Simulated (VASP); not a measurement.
# PbS (Galena) (Fm-3m) in VASP: notebook

Runs on PbS (Galena). Level: PBEsol. Tasks: single point, relaxation of cell and atoms.

Everything below comes from runs of VASP 6.6.1. Logs are shortened: lines on timing, memory, paths and dates and some standing lists are left out, and cuts for length are marked.

## Step 1: The cell of the first run

Symmetry: Fm-3m, No. 225, cubic system. Conventional cell: a = 5.904 Å, b = 5.904 Å, c = 5.904 Å, α = 90.00°, β = 90.00°, γ = 90.00°. Within 3.9 Å of Pb (site symmetry m-3m) lie 6 S at 2.95 Å. Within 3.9 Å of S (site symmetry m-3m) lie 6 Pb at 2.95 Å.

## Step 2: Single point, PBEsol

File INCAR:

```
PREC     = Accurate       # precision mode
ENCUT    = 520            # plane-wave cutoff, eV
EDIFF    = 1E-7           # SCF threshold, eV
ISMEAR   = 0              # smearing method
SIGMA    = 0.01           # smearing width, eV
LREAL    = F              # projectors in reciprocal space
LASPH    = T              # aspherical terms in the spheres
NELM     = 80             # most SCF steps
ALGO     = Normal         # electronic algorithm
ISIF     = 2              # what is computed and relaxed
LWAVE    = F              # write WAVECAR
LCHARG   = F              # write CHGCAR
GGA      = PS             # functional
NBANDS   = 17             # bands
```

File KPOINTS:

```
regular mesh
0
Gamma
  10 10 10
```

File POSCAR:

```
PbS
1.0
    0.0000000000      2.9517542351      2.9517542351
    2.9517542351      0.0000000000      2.9517542351
    2.9517542351      2.9517542351      0.0000000000
Pb S
1 1
Direct
    0.0000000000      0.0000000000      0.0000000000
    0.5000000000      0.5000000000      0.5000000000
```

Potentials or basis: VASP PAW PBE potentials, release 64 (Pb_d, S).

Command:

```sh
cat potpaw_PBE.64/Pb_d/POTCAR potpaw_PBE.64/S/POTCAR > POTCAR
mpirun -np 1 vasp_std > vasp.out
```

OUTCAR:

```text
PREC = Accurate
   ENCUT = 520
   EDIFF = 1E-7
   ISMEAR = 0
   LREAL = F
   LASPH = T
   NELM = 80
   ISIF = 2
   GGA = PS

 ion  position               nearest neighbor table
   1  0.000  0.000  0.000-   2 2.95   2 2.95   2 2.95   2 2.95   2 2.95   2 2.95
   2  0.500  0.500  0.500-   1 2.95   1 2.95   1 2.95   1 2.95   1 2.95   1 2.95

  LATTYP: Found a face centered cubic cell.
 ALAT       =     5.9035084702

  Lattice vectors:

 A1 = (   0.0000000000,   2.9517542351,   2.9517542351)
 A2 = (   2.9517542351,   0.0000000000,   2.9517542351)
 A3 = (   2.9517542351,   2.9517542351,   0.0000000000)

Analysis of symmetry for initial positions (statically):
=====================================================================
 Subroutine PRICEL returns:
 Original cell was already a primitive cell.

 Routine SETGRP: Setting up the symmetry group for a
 face centered cubic supercell.

 Subroutine GETGRP returns: Found 48 space group operations
 (whereof 48 operations were pure point group operations)
 out of a pool of 48 trial point group operations.

The static configuration has the point symmetry O_h .

Analysis of symmetry for dynamics (positions and initial velocities):
=====================================================================
 Subroutine PRICEL returns:
 Original cell was already a primitive cell.

 Routine SETGRP: Setting up the symmetry group for a
 face centered cubic supercell.

 Subroutine GETGRP returns: Found 48 space group operations
 (whereof 48 operations were pure point group operations)
 out of a pool of 48 trial point group operations.

The dynamic configuration has the point symmetry O_h .

 Subroutine INISYM returns: Found 48 space group operations
 (whereof 48 operations are pure point group operations),
 and found     1 'primitive' translations

----------------------------------------------------------------------------------------

                                     Primitive cell

  volume of cell :      51.4364

  direct lattice vectors                    reciprocal lattice vectors
     0.000000000  2.951754235  2.951754235    -0.169390796  0.169390796  0.169390796
     2.951754235  0.000000000  2.951754235     0.169390796 -0.169390796  0.169390796
     2.951754235  2.951754235  0.000000000     0.169390796  0.169390796 -0.169390796

  length of vectors
     4.174410872  4.174410872  4.174410872     0.293393465  0.293393465  0.293393465

  position of ions in fractional coordinates (direct lattice)
     0.000000000  0.000000000  0.000000000
     0.500000000  0.500000000  0.500000000

  ion indices of the primitive-cell ions
   primitive index   ion index
                 1           1
                 2           2

----------------------------------------------------------------------------------------

 KPOINTS: regular mesh

Automatic generation of k-mesh.
 Grid dimensions read from file:
 generate k-points for:   10   10   10

 Generating k-lattice:

  Cartesian coordinates                     Fractional coordinates (reciprocal lattice)
    -0.016939080  0.016939080  0.016939080     0.100000000  0.000000000  0.000000000
     0.016939080 -0.016939080  0.016939080     0.000000000  0.100000000  0.000000000
     0.016939080  0.016939080 -0.016939080     0.000000000  0.000000000  0.100000000

  Length of vectors
     0.029339347  0.029339347  0.029339347

  Shift w.r.t. Gamma in fractional coordinates (k-lattice)
     0.000000000  0.000000000  0.000000000

 Subroutine IBZKPT returns following result:
 ===========================================

 Found     47 irreducible k-points:

 Following reciprocal coordinates:
            Coordinates               Weight
  0.000000  0.000000  0.000000      1.000000
  0.100000  0.000000  0.000000      8.000000
  0.200000  0.000000  0.000000      8.000000
  0.300000  0.000000  0.000000      8.000000
  0.400000  0.000000  0.000000      8.000000
  0.500000  0.000000  0.000000      4.000000
[... 16 lines left out ...]
  0.300000  0.300000  0.000000      6.000000
  0.400000  0.300000  0.000000     24.000000
 [... further k-points ...]
   k-points           NKPTS =     47   k-points in BZ     NKDIM =     47   number of bands    NBANDS=     17
   number of dos      NEDOS =    301   number of ions     NIONS =      2
   total plane-waves  NPLWV =  32768
   dimension x,y,z NGX =    32 NGY =   32 NGZ =   32
   dimension x,y,z NGXF=    64 NGYF=   64 NGZF=   64
   ions per type =               1   1
   NGX,Y,Z   is equivalent  to a cutoff of  12.74, 12.74, 12.74 a.u.
   NGXF,Y,Z  is equivalent  to a cutoff of  25.49, 25.49, 25.49 a.u.
 SYSTEM =  unknown system
   PREC   = accura    normal or accurate (medium, high low for compatibility)
   ISTART =      0    job   : 0-new  1-cont  2-samecut
   ICHARG =      2    charge: 1-file 2-atom 10-const
   ISPIN  =      1    spin polarized calculation?
   LNONCOLLINEAR =      F non collinear calculations
   LSORBIT =      F    spin-orbit coupling
   LASPH  =      T    aspherical Exc in radial PAW
   ENCUT  =  520.0 eV  38.22 Ry    6.18 a.u.   7.76  7.76  7.76*2*pi/ulx,y,z
   NELM   =     80;   NELMIN=  2; NELMDL= -5     # of ELM steps
   EDIFF  = 0.1E-06   stopping-criterion for ELM
   LREAL  =      F    real-space projection
   EDIFFG = 0.1E-05   stopping-criterion for IOM
   NSW    =      0    number of steps for IOM
   IBRION =     -1    ionic relax: 0-MD 1-quasi-New 2-CG
   NFREE  =      0    steps in history (QN), initial steepest desc. (CG)
   ISIF   =      2    stress and relaxation
   ISYM   =      2    0-nonsym 1-usesym 2-fastsym
   POTIM  = 0.5000    time-step for ionic-motion
   TEBEG  =    0.0;   TEEND  =   0.0 temperature during run
   PSTRESS=    0.0 pullay stress
   NELECT =      20.0000    total number of electrons
   NUPDOWN=      -1.0000    fix difference up-down
   EMIN   =  10.00;   EMAX   =-10.00  energy-range for DOS
   EFERMI =   0.00;   METHOD = LEGACY
   ISMEAR =     0;   SIGMA  =   0.01  broadening in eV -4-tet -1-fermi 0-gaus
   EFERMI_NEDOS =   21; number of points for ismear=-14 and -15
   IALGO  =     38    algorithm
   IMIX   =      4    mixing-type and parameters
     AMIX     =   0.40;   BMIX     =  1.00
     AMIX_MAG =   1.60;   BMIX_MAG =  1.00
  volume/ion in A,a.u.               =      25.72       173.55
  Fermi-wavevector in a.u.,A,eV,Ry     =   1.194890  2.258015 19.425887  1.427762
  Thomas-Fermi vector in A             =   2.330869
   LORBIT       =      0    0 simple, 1 ext, 2 COOP (PROOUT), +10 PAW based schemes
   GGA     = PS    functional components
   LHFCALC =     F    Hartree Fock is set to
   AEXX    =    0.0000 exact exchange contribution
   IVDW    =     0    specifies the selected vdW correction
   LEPSILON=     F    determine dielectric tensor
   LRPA    =     F    only Hartree local field effects (RPA)
 non-spin polarized calculation
 Gauss-broadening in eV      SIGMA  =   0.01
  energy-cutoff  :      520.00
  volume of cell :       51.44
 maximum number of plane-waves:      1411
   NGX = 15   NGY = 15   NGZ = 15

 number of electron      19.9999997 magnetization

 Free energy of the ion-electron system (eV)
  ---------------------------------------------------
  ext. energy  EPLUGINS =         0.00000000
  ---------------------------------------------------
  free energy    TOTEN  =        -9.45683083 eV

  energy without entropy =       -9.45683083  energy(sigma->0) =       -9.45683083

 E-fermi :   6.0197     XC(G=0):  -9.9536

 val. band max:        5.8935197865   @ k =   0.5000   0.0000   0.0000
 cond. band min:       6.0938439387   @ k =   0.5000   0.0000   0.0000
 fundamental gap:      0.2003241522
 Fermi energy:         6.0196851425

 k-point     1 :       0.0000    0.0000    0.0000
  band No.  band energies     occupation
      1     -10.8911      2.00000
      2     -10.8911      2.00000
      3     -10.8911      2.00000
      4     -10.8782      2.00000
      5     -10.8782      2.00000
      6      -7.8566      2.00000
[... 9 lines left out ...]
     16      12.4847      0.00000
     17      14.2789      0.00000

 k-point     2 :       0.1000    0.0000    0.0000
  band No.  band energies     occupation
      1     -10.8906      2.00000
      2     -10.8889      2.00000
      3     -10.8889      2.00000
      4     -10.8789      2.00000
      5     -10.8789      2.00000
      6      -7.7677      2.00000
[... 9 lines left out ...]
     16      12.7459      0.00000
     17      15.1678      0.00000

 k-point     3 :       0.2000    0.0000    0.0000
  band No.  band energies     occupation
      1     -10.8932      2.00000
      2     -10.8932      2.00000
      3     -10.8896      2.00000
      4     -10.8705      2.00000
      5     -10.8705      2.00000
      6      -7.5121      2.00000
[... 9 lines left out ...]
     16      13.3315      0.00000
     17      16.8158      0.00000

 k-point     4 :       0.3000    0.0000    0.0000
  band No.  band energies     occupation
      1     -10.9028      2.00000
      2     -10.9028      2.00000
      3     -10.8888      2.00000
      4     -10.8559      2.00000
      5     -10.8559      2.00000
      6      -7.1325      2.00000
[... 9 lines left out ...]
     16      14.1916      0.00000
     17      18.1895      0.00000
[... 343 lines left out ...]
      1     -10.9108      2.00000
      2     -10.8976      2.00000
      3     -10.8843      2.00000
      4     -10.8667      2.00000
      5     -10.8551      2.00000
      6      -6.9928      2.00000
[... 9 lines left out ...]
     16      15.6859      0.00000
     17      16.1094      0.00000

 k-point    23 :       0.3000    0.3000    0.0000
  band No.  band energies     occupation
      1     -10.9725      2.00000
      2     -10.9094      2.00000
      3     -10.8598      2.00000
      4     -10.8485      2.00000
      5     -10.8485      2.00000
      6      -6.8513      2.00000
[... 9 lines left out ...]
     16      16.4165      0.00000
     17      16.7320      0.00000

 k-point    24 :       0.4000    0.3000    0.0000
  band No.  band energies     occupation
      1     -10.9952      2.00000
      2     -10.9095      2.00000
      3     -10.8623      2.00000
      4     -10.8416      2.00000
      5     -10.8370      2.00000
      6      -6.5408      2.00000
[... 9 lines left out ...]
     16      16.8540      0.00000
     17      17.4865      0.00000

 [... further k-points ...]

------------------------ aborting loop because EDIFF is reached ----------------------------------------

  FORCE on cell =-STRESS in cart. coord.  units (eV):
  Direction    XX          YY          ZZ          XY          YZ          ZX
  --------------------------------------------------------------------------------------
  -------------------------------------------------------------------------------------
  Total       -0.0175352     -0.0175352     -0.0175352      0.0000000      0.0000000     -0.0000000
  in kB       -0.5461988     -0.5461988     -0.5461988      0.0000000      0.0000000     -0.0000000
  external PRESSURE =      -0.5461988 kB  Pullay stress =       0.0000000 kB

 VOLUME and BASIS-vectors are now :
 -----------------------------------------------------------------------------
  energy-cutoff  :      520.00
  volume of cell :       51.44
      direct lattice vectors                 reciprocal lattice vectors
     0.000000000  2.951754235  2.951754235    -0.169390796  0.169390796  0.169390796
     2.951754235  0.000000000  2.951754235     0.169390796 -0.169390796  0.169390796
     2.951754235  2.951754235  0.000000000     0.169390796  0.169390796 -0.169390796

 POSITION                                       TOTAL-FORCE (eV/Angst)
 -----------------------------------------------------------------------------------
      0.00000      0.00000      0.00000         0.000000      0.000000      0.000000
      2.95175      2.95175      2.95175        -0.000000     -0.000000     -0.000000
 -----------------------------------------------------------------------------------
    total drift:                                0.000000     -0.000000     -0.000000

  FREE ENERGIE OF THE ION-ELECTRON SYSTEM (eV)
  ---------------------------------------------------
  free  energy   TOTEN  =        -9.4568308321 eV

  energy  without entropy=       -9.4568308321  energy(sigma->0) =       -9.45683083
```

Run time: 14 s. Hardware: 1 thread of Intel Xeon Platinum 8559C (Emerald Rapids), shared host; peak memory 0.19 GiB.

What came out:

```yaml
Free_energy: -9.4568 eV
Pressure: -0.1 GPa
Band_gap_on_the_k_mesh: 0.20 eV, direct
```

Caveat: the PAW data sets were made with another functional, which shifts forces and pressure a little; spin-orbit coupling is left out, which moves the levels of the heavy elements. A k mesh can miss the band edges.

## Step 3: Relaxation of cell and atoms, PBEsol

This run uses another cell than the first one, of 26.09 Å³/atom, 1.014 times its volume.

File INCAR:

```
  PREC = Accurate
  ENCUT = 600
  EDIFF = 1E-6
  ISMEAR = 0
  SIGMA = 0.01
  LREAL = False
  LASPH = True
  NELM = 60
  ALGO = Normal
  ISIF = 3
  LWAVE = False
  LCHARG = False
  GGA = PS
  IBRION = 2
  NSW = 100
  EDIFFG = -0.005
```

KPOINTS is that of step 2.

File POSCAR:

```
PbS
1.0
    0.0000000000      2.9657500000      2.9657500000
    2.9657500000      0.0000000000      2.9657500000
    2.9657500000      2.9657500000      0.0000000000
Pb S
1 1
Direct
    0.0000000000      0.0000000000      0.0000000000
    0.5000000000      0.5000000000      0.5000000000
```

Potentials or basis: VASP PAW PBE potentials, release 64 (Pb_d, S).

Command:

```sh
cat potpaw_PBE.64/Pb_d/POTCAR potpaw_PBE.64/S/POTCAR > POTCAR
mpirun -np 1 vasp_std > vasp.out
```

It took 38 s on 1 thread of Intel Xeon Platinum 8559C (Emerald Rapids), shared host; peak memory 0.22 GiB.

It converged, with:

```
Free energy                            : -9.4573 eV
Relaxed volume                         : 25.72 Å³/atom
Relaxed cell                           : a = 4.175 Å, b = 4.175 Å, c = 4.175 Å, α = 60.00°, β = 60.00°, γ = 60.00°
Space group after relaxing (to 0.05 Å) : Fm-3m (No. 225)
Energy gained by relaxing              : 1.0 meV/atom
Ionic steps                            : 3
Pressure after relaxing                : 0.0 GPa
Band gap on the k mesh                 : 0.20 eV, direct
```

Step by step:
| step | energy change (eV) | largest force (eV/Å) | pressure (GPa) | volume (Å³) |
| --- | --- | --- | --- | --- |
| 1 | 0.0000 | 0.0000 | -0.84 | 52.17 |
| 2 | -0.0016 | 0.0000 | 0.35 | 51.15 |
| 3 | -0.0019 | 0.0000 | 0.01 | 51.44 |

Final structure:
```cif
data_structure
_symmetry_space_group_name_H-M 'P 1'
_symmetry_Int_Tables_number 1
_cell_length_a 4.1746
_cell_length_b 4.1746
_cell_length_c 4.1746
_cell_angle_alpha 60.000
_cell_angle_beta 60.000
_cell_angle_gamma 60.000
_cell_volume 51.44
loop_
_atom_site_label
_atom_site_type_symbol
_atom_site_fract_x
_atom_site_fract_y
_atom_site_fract_z
_atom_site_occupancy
Pb1 Pb 0.00000 0.00000 0.00000 1
S1 S 0.50000 0.50000 0.50000 1
```

Levels at points of the mesh, in eV from the valence-band top:
| k point | band 6 | band 7 | band 8 | band 9 | band 10 | band 11 | band 12 | band 13 | band 14 |
| --- | --- | --- | --- | --- | --- | --- | --- | --- | --- |
| (0.00, 0.00, 0.00) | -13.75 | -6.05 | -2.26 | -2.26 | -2.26 | 5.18 | 5.18 | 5.18 | 6.59 |
| (0.50, 0.00, 0.00) | -12.44 | -9.00 | -1.85 | -1.85 | 0.00 | 0.20 | 1.85 | 1.85 | 8.49 |
| (0.50, 0.50, 0.00) | -11.98 | -7.28 | -5.39 | -3.57 | -3.57 | 3.64 | 5.56 | 5.68 | 5.68 |

Caveat: the PAW data sets were made with another functional, which shifts forces and pressure a little; spin-orbit coupling is left out, which moves the levels of the heavy elements. A k mesh can miss the band edges.
